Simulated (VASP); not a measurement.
Set up this calculation in VASP 6.6.1, as the native input.

```
Task                   : single point
Functional             : PBEsol
Potentials or basis    : VASP PAW PBE potentials, release 64 (Ta_pv, N)
Cutoff                 : 520 eV
k mesh                 : 4 × 4 × 7
Occupations            : gaussian, width 0.05 eV
Spin                   : collinear spin, ferrimagnetic start
Starting moments       : [0.51, -0.08, -0.08, 0.02, 0.02, 0.01] μB
Hubbard terms          : Ta d U = 7.0 eV
Dipole correction      : no
Further INCAR settings : ALGO = Normal; EDIFF = 1e-07; NBANDS = 37
```

The structure of TaN lies in POSCAR:

```
TaN
1.0
    5.1850002000      0.0000000000      0.0000000000
   -2.5925001000      4.4903418900      0.0000000000
    0.0000000000      0.0000000000      2.9080005300
Ta N
3 3
Direct
    0.0000000000      0.0000000000      0.0000000000
    0.3333333333      0.6666666667      0.5000000000
    0.6666666667      0.3333333333      0.5000000000
    0.5000000000      0.0000000000      0.0000000000
    0.5000000000      0.5000000000      0.0000000000
    0.0000000000      0.5000000000      0.0000000000
```

The input as run:

INCAR

```
PREC     = Accurate       # precision mode
ENCUT    = 520            # plane-wave cutoff, eV
EDIFF    = 1E-7           # SCF threshold, eV
ISMEAR   = 0              # smearing method
SIGMA    = 0.05           # smearing width, eV
LREAL    = False          # projectors in reciprocal space
LASPH    = True           # aspherical terms in the spheres
NELM     = 150            # most SCF steps
ALGO     = Normal         # electronic algorithm
ISIF     = 2              # what is computed and relaxed
LWAVE    = False          # write WAVECAR
LCHARG   = False          # write CHGCAR
ISPIN    = 2              # spin polarisation
MAGMOM   = 0.51 -0.08 -0.08 0.02 0.02 0.01 # initial moments
LORBIT   = 11             # projections on sites
LMAXMIX  = 4              # l up to which the mixer works
LDAU     = True           # DFT+U
LDAUTYPE = 2            
LDAUL    = 2 -1           # shell
LDAUU    = 7 0            # U, eV
LDAUJ    = 0 0          
LDAUPRINT= 1            
GGA      = PS             # functional
NBANDS   = 37             # bands
```

KPOINTS

```
Automatic mesh
0
Gamma
  4 4 7
```

Potentials or basis: VASP PAW PBE potentials, release 64 (Ta_pv, N).

The run is started by

```sh
$ cat potpaw_PBE.64/Ta_pv/POTCAR potpaw_PBE.64/N/POTCAR > POTCAR
$ mpirun -np 1 vasp_std > vasp.out
```

It gave:

```
Pressure                                              : 24.6 GPa
Band gap on the k mesh                                : zero (filled and empty bands overlap)
Net moment                                            : 0.00 μB per cell
Valence electrons inside the program's atomic spheres : Ta 8.42, 8.85; N 3.85
```

Caveat: the PAW data sets were made with another functional, which shifts forces and pressure a little; spin-orbit coupling is left out, which moves the levels of the heavy elements.

Wall time 82 s on 1 thread of AMD EPYC 9R45 96-Core Processor (Zen 5), on a shared host, peak memory 0.25 GiB.
